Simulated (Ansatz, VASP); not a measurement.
Two plane-wave programs on CoO

```
Co O
1.0
     1.50547    0.86918    2.43993
    -1.50547    0.86918    2.43993
     0.00000   -1.73837    2.43993
Co O
1 1
Direct
  0.00000 0.00000 0.00000
  0.50000 0.50000 0.50000
```

Alike in both runs: task single point; functional PBE; k mesh 18 × 18 × 18; occupations gaussian, width 0.05 eV; collinear spin.

|  | VASP | Ansatz |
| --- | --- | --- |
| version | VASP 6.6.1 | Ansatz 0.2.0 |
| potentials or method | VASP PAW PBE potentials, release 64 (Co, O), cutoff 520 eV | scalar-relativistic, plane waves, PAW |
| valence electrons in the cell | 15 | 23 |

VASP gave:

| Property | Result |
| --- | --- |
| pressure (GPa) | -0.6 |
| traceless stress, the component that is largest in VASP (GPa) | -0.43 |
| net moment per atom (μB) | 1.46 |
| size of the moment on the site where the two differ most (μB) | 2.56 |

Which values does Ansatz return?

Pressure (GPa): 0.2; traceless stress, the component that is largest in VASP (GPa): -0.46; net moment per atom (μB): 1.48; size of the moment on the site where the two differ most (μB): 2.51.

Site moments also hang on the region over which each program counts them. The functional is the same, so the differences come from potentials, cutoffs and numerics. VASP's potentials hold 15 valence electrons a cell and Ansatz's 23, so a difference there can come from the potentials and not from the codes.
